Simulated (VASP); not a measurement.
Input of a VASP 6.6.1 run:

INCAR

```
  ALGO = Normal
  EDIFF = 1E-7
  ENCUT = 520
  GGA = PE
  ISIF = 2
  ISMEAR = -1
  LASPH = True
  LCHARG = False
  LREAL = False
  LWAVE = False
  NBANDS = 14
  NELM = 100
  PREC = Accurate
  SIGMA = 0.05
```

File KPOINTS:

```
k-points
0
Gamma
  11 11 6
```

POSCAR

```
Re
1.0
    2.7747779907      0.0000000000      0.0000000000
   -1.3873889953      2.4030282298      0.0000000000
    0.0000000000      0.0000000000      4.4844997747
Re
2
Direct
    0.6666666667      0.3333333333      0.7500000000
    0.3333333333      0.6666666667      0.2500000000
```

Potentials or basis: VASP PAW PBE potentials, release 64 (Re).

Run with:

```console
$ cat potpaw_PBE.64/Re/POTCAR > POTCAR
$ mpirun -np 1 vasp_std > vasp.out
```

What does it give for the pressure?

-0.5 GPa.

Estimate the band gap on the k mesh.

zero (bands 7 and 8 overlap by 2.97 eV).

Stress tensor (GPa, compression positive):
```
-0.48  0.00  0.00
 0.00 -0.48  0.00
 0.00  0.00 -0.66
```

Caveat: spin-orbit coupling is left out, which moves the levels of the heavy elements.
